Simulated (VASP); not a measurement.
# N (P6_3/mmc) in VASP: single point with HSE06

Aim: the single point of N with HSE06.

All numbers are computed with VASP 6.6.1; they aren't measurements. Logs are shortened: lines on timing, memory, paths and dates and some standing lists are left out, and cuts for length are marked.

### Step 1. The cell of the first run

Symmetry: P6_3/mmc, No. 194, hexagonal system. Conventional cell: a = 3.580 Å, b = 3.580 Å, c = 7.642 Å, α = 90.00°, β = 90.00°, γ = 120.00°. Within 1.5 Å of N (site symmetry 3m) lie 1 N at 1.09 Å.

### Step 2. Single point, HSE06

POSCAR reads:

```
N
1.0
    3.5804202189      0.0000000000      0.0000000000
   -1.7902101095      3.1007348658      0.0000000000
    0.0000000000      0.0000000000      7.6415139778
N
4
Direct
    0.3333333333      0.6666666667      0.3215707895
    0.3333333333      0.6666666667      0.1784292105
    0.6666666667      0.3333333333      0.8215707895
    0.6666666667      0.3333333333      0.6784292105
```

INCAR.step1 reads:

```
SYSTEM = N
  PREC = Accurate
  ENCUT = 520
  EDIFF = 1E-5
  ISMEAR = 0
  SIGMA = 0.01
  LREAL = .False.
  LASPH = .True.
  NELM = 60
  ALGO = Normal
  ISIF = 2
  LWAVE = .True.
  LCHARG = .False.
  GGA = PE
  NBANDS = 18
```

INCAR.step2 reads:

```
SYSTEM = N
  PREC = Accurate
  ENCUT = 520
  EDIFF = 1E-6
  ISMEAR = 0
  SIGMA = 0.01
  LREAL = .False.
  LASPH = .True.
  NELM = 60
  ALGO = Normal
  ISIF = 2
  LWAVE = .False.
  LCHARG = .False.
  GGA = PE
  LHFCALC = .True.
  HFSCREEN = 0.2079
  PRECFOCK = Normal
  ISTART = 1
  NBANDS = 18
```

KPOINTS reads:

```
regular mesh
0
Gamma
  6 6 2
  0 0 0
```

Potentials or basis: VASP PAW PBE potentials, release 64 (N).

On the command line:

```bash
> cat potpaw_PBE.64/N/POTCAR > POTCAR
> cp INCAR.step1 INCAR
> mpirun -np 1 vasp_std > vasp.out
> cp INCAR.step2 INCAR
> mpirun -np 1 vasp_std > vasp.out
```

OUTCAR:

```text
SYSTEM = N
   PREC = Accurate
   ENCUT = 520
   EDIFF = 1E-6
   ISMEAR = 0
   LREAL = .False.
   LASPH = .True.
   NELM = 60
   ISIF = 2
   GGA = PE
   LHFCALC = .True.
   HFSCREEN = 0.2079
   PRECFOCK = Normal
   ISTART = 1

 ion  position               nearest neighbor table
   1  0.333  0.667  0.322-   2 1.09
   2  0.333  0.667  0.178-   1 1.09
   3  0.667  0.333  0.822-   4 1.09
   4  0.667  0.333  0.678-   3 1.09

  LATTYP: Found a hexagonal cell.
 ALAT       =     3.5804202189
 C/A-ratio  =     2.1342505937

  Lattice vectors:

 A1 = (   3.5804202189,   0.0000000000,   0.0000000000)
 A2 = (  -1.7902101095,   3.1007348658,   0.0000000000)
 A3 = (   0.0000000000,   0.0000000000,   7.6415139778)

Analysis of symmetry for initial positions (statically):
=====================================================================
 Subroutine PRICEL returns:
 Original cell was already a primitive cell.

 Routine SETGRP: Setting up the symmetry group for a
 hexagonal supercell.

 Subroutine GETGRP returns: Found 24 space group operations
 (whereof 12 operations were pure point group operations)
 out of a pool of 24 trial point group operations.

The static configuration has the point symmetry D_3d.
 The point group associated with its full space group is D_6h.

Analysis of symmetry for dynamics (positions and initial velocities):
=====================================================================
 Subroutine PRICEL returns:
 Original cell was already a primitive cell.

 Routine SETGRP: Setting up the symmetry group for a
 hexagonal supercell.

 Subroutine GETGRP returns: Found 24 space group operations
 (whereof 12 operations were pure point group operations)
 out of a pool of 24 trial point group operations.

The dynamic configuration has the point symmetry D_3d.
 The point group associated with its full space group is D_6h.

 Subroutine INISYM returns: Found 24 space group operations
 (whereof 12 operations are pure point group operations),
 and found     1 'primitive' translations

----------------------------------------------------------------------------------------

                                     Primitive cell

  volume of cell :      84.8356

  direct lattice vectors                    reciprocal lattice vectors
     3.580420219  0.000000000  0.000000000     0.279296825  0.161252097  0.000000000
    -1.790210110  3.100734866  0.000000000     0.000000000  0.322504194  0.000000000
     0.000000000  0.000000000  7.641513978     0.000000000  0.000000000  0.130864120

  length of vectors
     3.580420219  3.580420219  7.641513978     0.322504194  0.322504194  0.130864120

  position of ions in fractional coordinates (direct lattice)
     0.333333333  0.666666667  0.321570790
     0.333333333  0.666666667  0.178429210
     0.666666667  0.333333333  0.821570790
     0.666666667  0.333333333  0.678429210

  ion indices of the primitive-cell ions
   primitive index   ion index
                 1           1
                 2           2
                 3           3
                 4           4

----------------------------------------------------------------------------------------

 KPOINTS: regular mesh

Automatic generation of k-mesh.
 Grid dimensions read from file:
 generate k-points for:    6    6    2

 Generating k-lattice:

  Cartesian coordinates                     Fractional coordinates (reciprocal lattice)
     0.046549471  0.026875350  0.000000000     0.166666667 -0.000000000  0.000000000
     0.000000000  0.053750699  0.000000000     0.000000000  0.166666667  0.000000000
     0.000000000  0.000000000  0.065432060     0.000000000  0.000000000  0.500000000

  Length of vectors
     0.053750699  0.053750699  0.065432060

  Shift w.r.t. Gamma in fractional coordinates (k-lattice)
     0.000000000  0.000000000  0.000000000

 Subroutine IBZKPT returns following result:
 ===========================================

 Found     14 irreducible k-points:

 Following reciprocal coordinates:
            Coordinates               Weight
  0.000000  0.000000  0.000000      1.000000
  0.166667  0.000000  0.000000      6.000000
  0.333333  0.000000  0.000000      6.000000
  0.500000  0.000000  0.000000      3.000000
  0.166667  0.166667  0.000000      6.000000
  0.333333  0.166667  0.000000     12.000000
  0.333333  0.333333  0.000000      2.000000
  0.000000  0.000000  0.500000      1.000000
  0.166667  0.000000  0.500000      6.000000
  0.333333  0.000000  0.500000      6.000000
  0.500000  0.000000  0.500000      3.000000
  0.166667  0.166667  0.500000      6.000000
  0.333333  0.166667  0.500000     12.000000
  0.333333  0.333333  0.500000      2.000000
   k-points           NKPTS =     14   k-points in BZ     NKDIM =     72   number of bands    NBANDS=     18
   number of dos      NEDOS =    301   number of ions     NIONS =      4
   total plane-waves  NPLWV =  47040
   dimension x,y,z NGX =    28 NGY =   28 NGZ =   60
   dimension x,y,z NGXF=    56 NGYF=   56 NGZF=  120
   ions per type =               4
   NGX,Y,Z   is equivalent  to a cutoff of  13.00, 13.00, 13.05 a.u.
   NGXF,Y,Z  is equivalent  to a cutoff of  26.00, 26.00, 26.11 a.u.
 SYSTEM =  N
   PREC   = accura    normal or accurate (medium, high low for compatibility)
   ISTART =      1    job   : 0-new  1-cont  2-samecut
   ICHARG =      0    charge: 1-file 2-atom 10-const
   ISPIN  =      1    spin polarized calculation?
   LNONCOLLINEAR =      F non collinear calculations
   LSORBIT =      F    spin-orbit coupling
   LASPH  =      T    aspherical Exc in radial PAW
   ENCUT  =  520.0 eV  38.22 Ry    6.18 a.u.   6.66  6.66 14.21*2*pi/ulx,y,z
   NELM   =     60;   NELMIN=  2; NELMDL=  0     # of ELM steps
   EDIFF  = 0.1E-05   stopping-criterion for ELM
   LREAL  =      F    real-space projection
   EDIFFG = 0.1E-04   stopping-criterion for IOM
   NSW    =      0    number of steps for IOM
   IBRION =     -1    ionic relax: 0-MD 1-quasi-New 2-CG
   NFREE  =      0    steps in history (QN), initial steepest desc. (CG)
   ISIF   =      2    stress and relaxation
   ISYM   =      3    0-nonsym 1-usesym 2-fastsym
   POTIM  = 0.5000    time-step for ionic-motion
   TEBEG  =    0.0;   TEEND  =   0.0 temperature during run
   PSTRESS=    0.0 pullay stress
   NELECT =      20.0000    total number of electrons
   NUPDOWN=      -1.0000    fix difference up-down
   EMIN   =  10.00;   EMAX   =-10.00  energy-range for DOS
   EFERMI =   0.00;   METHOD = LEGACY
   ISMEAR =     0;   SIGMA  =   0.01  broadening in eV -4-tet -1-fermi 0-gaus
   EFERMI_NEDOS =   21; number of points for ismear=-14 and -15
   IALGO  =     38    algorithm
   IMIX   =      1    mixing-type and parameters
     AMIX     =   0.40;   BMIX     =  1.00
     AMIX_MAG =   1.60;   BMIX_MAG =  1.00
  volume/ion in A,a.u.               =      21.21       143.12
  Fermi-wavevector in a.u.,A,eV,Ry     =   1.011328  1.911133 13.915833  1.022785
  Thomas-Fermi vector in A             =   2.144371
   LORBIT       =      0    0 simple, 1 ext, 2 COOP (PROOUT), +10 PAW based schemes
   GGA     = PE    functional components
   LHFCALC =     T    Hartree Fock is set to
   PRECFOCK=normal    Normal, Fast or Accurate (Low or Medium for compatibility)
   ENCUT4O =  -1.0   cutoff for four orbital integrals eV
   NKREDX  =     1    reduce k-point grid by
   NKREDY  =     1    reduce k-point grid by
   NKREDZ  =     1    reduce k-point grid by
   AEXX    =    0.2500 exact exchange contribution
   HFSCREEN=    0.2079 screening length (either q_TF or 0.3 A-1)
   HFSCREENC=   0.2079 screening length for correlation (either q_TF or 0.3 A-1)
   ENCUTFOCK=  -1.0 apply spherical cutoff to Coloumb kernel
   IVDW    =     0    specifies the selected vdW correction
   LEPSILON=     F    determine dielectric tensor
   LRPA    =     F    only Hartree local field effects (RPA)
 non-spin polarized calculation
 Gauss-broadening in eV      SIGMA  =   0.01
  energy-cutoff  :      520.00
  volume of cell :       84.84
 maximum number of plane-waves:      2321
 NGX is ok and might be reduce to    28
  NGX = 20; NGY = 20; NGZ = 48

 number of electron      19.9999996 magnetization

 Free energy of the ion-electron system (eV)
  ---------------------------------------------------
  ext. energy  EPLUGINS =         0.00000000
  ---------------------------------------------------
  free energy    TOTEN  =       -40.84404366 eV

  energy without entropy =      -40.84404366  energy(sigma->0) =      -40.84404366

 E-fermi :  -7.6358     XC(G=0):  -5.5921

 val. band max:       -7.6875027432   @ k =   0.1667   0.1667   0.0000
 cond. band min:       1.6194992079   @ k =   0.5000   0.0000   0.0000
 fundamental gap:      9.3070019511
 Fermi energy:        -7.6357766647

 k-point     1 :       0.0000    0.0000    0.0000
  band No.  band energies     occupation
      1     -27.7024      2.00000
      2     -27.6815      2.00000
      3     -12.0682      2.00000
      4     -11.2730      2.00000
      5      -8.9107      2.00000
      6      -8.8237      2.00000
[... 10 lines left out ...]
     17       6.8340      0.00000
     18      10.5888      0.00000

 k-point     2 :       0.1667    0.0000    0.0000
  band No.  band energies     occupation
      1     -27.6825      2.00000
      2     -27.6645      2.00000
      3     -11.9640      2.00000
      4     -11.2596      2.00000
      5      -9.2294      2.00000
      6      -9.0520      2.00000
[... 10 lines left out ...]
     17       7.6046      0.00000
     18      10.9430      0.00000

 k-point     3 :       0.3333    0.0000    0.0000
  band No.  band energies     occupation
      1     -27.6423      2.00000
      2     -27.6309      2.00000
      3     -11.7199      2.00000
      4     -11.2613      2.00000
      5      -9.5729      2.00000
      6      -9.4438      2.00000
[... 202 lines left out ...]
 k-point    13 :       0.3333    0.1667    0.5000
  band No.  band energies     occupation
      1     -27.6182      2.00000
      2     -27.6182      2.00000
      3     -11.4443      2.00000
      4     -11.4443      2.00000
      5      -9.5355      2.00000
      6      -9.5355      2.00000
[... 10 lines left out ...]
     17       8.7337      0.00000
     18       8.7337      0.00000

 k-point    14 :       0.3333    0.3333    0.5000
  band No.  band energies     occupation
      1     -27.6089      2.00000
      2     -27.6089      2.00000
      3     -11.4061      2.00000
      4     -11.4061      2.00000
      5      -9.3888      2.00000
      6      -9.3888      2.00000
[... 10 lines left out ...]
     17       8.3012      0.00000
     18       8.3012      0.00000

------------------------ aborting loop because EDIFF is reached ----------------------------------------

  FORCE on cell =-STRESS in cart. coord.  units (eV):
  Direction    XX          YY          ZZ          XY          YZ          ZX
  --------------------------------------------------------------------------------------
  -------------------------------------------------------------------------------------
  Total        0.3290480      0.3290480      3.3713118     -0.0000000     -0.0000000     -0.0000000
  in kB        6.2142932      6.2142932     63.6695021     -0.0000000     -0.0000000     -0.0000000
  external PRESSURE =      25.3660295 kB  Pullay stress =       0.0000000 kB

 VOLUME and BASIS-vectors are now :
 -----------------------------------------------------------------------------
  energy-cutoff  :      520.00
  volume of cell :       84.84
      direct lattice vectors                 reciprocal lattice vectors
     3.580420219  0.000000000  0.000000000     0.279296825  0.161252097  0.000000000
    -1.790210110  3.100734866  0.000000000     0.000000000  0.322504194  0.000000000
     0.000000000  0.000000000  7.641513978     0.000000000  0.000000000  0.130864120

 POSITION                                       TOTAL-FORCE (eV/Angst)
 -----------------------------------------------------------------------------------
     -0.00000      2.06716      2.45729         0.000000      0.000000      1.499020
     -0.00000      2.06716      1.36347         0.000000      0.000000     -1.499020
      1.79021      1.03358      6.27804        -0.000000      0.000000      1.499020
      1.79021      1.03358      5.18423        -0.000000     -0.000000     -1.499020
 -----------------------------------------------------------------------------------
    total drift:                                0.000000      0.000000     -0.000000

  FREE ENERGIE OF THE ION-ELECTRON SYSTEM (eV)
  ---------------------------------------------------
  free  energy   TOTEN  =       -40.8440436608 eV

  energy  without entropy=      -40.8440436608  energy(sigma->0) =      -40.84404366
```

It took 32 min on 1 thread of Intel Xeon 8259CL, shared host; peak memory 0.31 GiB.

Results:

- Free energy: -40.8440 eV
- Pressure: 2.5 GPa
- Largest force: 1.499 eV/Å
- Band gap on the k mesh: 9.31 eV (least direct gap 9.36 eV)

Forces on the atoms (eV/Å):
```
N    0.000  0.000  1.499
N    0.000  0.000 -1.499
N    0.000  0.000  1.499
N    0.000  0.000 -1.499
```

Stress tensor (GPa, compression positive):
```
0.62 0.00 0.00
0.00 0.62 0.00
0.00 0.00 6.37
```

Caveat: the standard files for N, O and F lose accuracy on very short bonds; the stress differs along the axes, from 1 to 6 GPa; this functional lacks dispersion, which holds the molecules together, so the pressure and a relaxed volume are unreliable; the PAW data sets were made with another functional, which shifts forces and pressure a little. A k mesh can miss the band edges.
